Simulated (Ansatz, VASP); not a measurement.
MgSiN: VASP beside Ansatz

```
Mg Si N
1.0
     4.31124    0.00000    0.00000
    -2.15562    3.73364    0.00000
     0.00000    0.00000    2.75244
Mg Si N
1 1 1
Direct
  0.00000 0.00000 0.00000
  0.33333 0.66667 0.00000
  0.66667 0.33333 0.50000
```

Change from the starting cell: species swapped into the ErHSe type (P-6m2, No. 187).

Alike in both runs: functional PBE; k mesh 6 × 6 × 6; occupations gaussian, width 0.1 eV; no spin polarisation.

Ansatz relaxed the structure, and its values are those at the end. VASP's run is a single point on that final structure, the one shown.

|  | VASP | Ansatz |
| --- | --- | --- |
| version | VASP 6.6.1 | Ansatz 0.2.0 |
| potentials or method | VASP PAW PBE potentials, release 64 (Mg, Si, N), cutoff 520 eV | scalar-relativistic, plane waves, PAW |
| valence electrons in the cell | 11 | 19 |

```tsv
	VASP	Ansatz	Ansatz less VASP
gap on the k mesh at the Fermi level (eV)	none	none	-
pressure (GPa)	-0.3	-0.3	+0.07
```

A gap of «none» marks a metal or a gap that the smearing closes. The functional is the same, so the differences come from potentials, cutoffs and numerics. VASP's potentials hold 11 valence electrons a cell and Ansatz's 19, so a difference there can come from the potentials and not from the codes.

The k mesh is coarse, so the values compare programs but aren't converged.
